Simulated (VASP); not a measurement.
Input of a VASP 6.6.1 run:

The input POSCAR:

```
Cd
1.0
    2.9617834811      0.0000000000      0.0000000000
   -1.4808917406      2.5649797352      0.0000000000
    0.0000000000      0.0000000000      5.7970272031
Cd
2
Direct
    0.3333333333      0.6666666667      0.2500000000
    0.6666666667      0.3333333333      0.7500000000
```

File INCAR.step1:

```
SYSTEM = Cd
ALGO = Normal
EDIFF = 1E-4
ENCUT = 520
GGA = PE
ISMEAR = 0
LASPH = .True.
LCHARG = .False.
LREAL = .False.
LWAVE = .True.
NBANDS = 19
NELM = 100
PREC = Accurate
SIGMA = 0.1
```

The input INCAR.step2:

```
SYSTEM = Cd
ALGO = Normal
EDIFF = 1E-6
ENCUT = 520
ISIF = 2
ISMEAR = 0
ISTART = 1
LASPH = .True.
LCHARG = .True.
LELF = .True.
LMIXTAU = .True.
LREAL = .False.
LVHAR = .True.
LWAVE = .False.
METAGGA = R2SCAN
NBANDS = 19
NELM = 100
PREC = Accurate
SIGMA = 0.1
```

KPOINTS

```
k-points
0
Gamma
  18 18 8
  0 0 0
```

Potentials or basis: VASP PAW PBE potentials, release 64 (Cd).

Command:

```console
$ cat potpaw_PBE.64/Cd/POTCAR > POTCAR
$ cp INCAR.step1 INCAR
$ mpirun -np 1 vasp_std > vasp.out
$ cp INCAR.step2 INCAR
$ mpirun -np 1 vasp_std > vasp.out
```

(1) What does it give for the pressure?

(2) Predict the band gap on the k mesh.

Results:

(1) 0.4 GPa.

(2) zero (bands 12 and 13 overlap by 4.78 eV).

Caveat: the PAW data sets were made with another functional, which shifts forces and pressure a little.
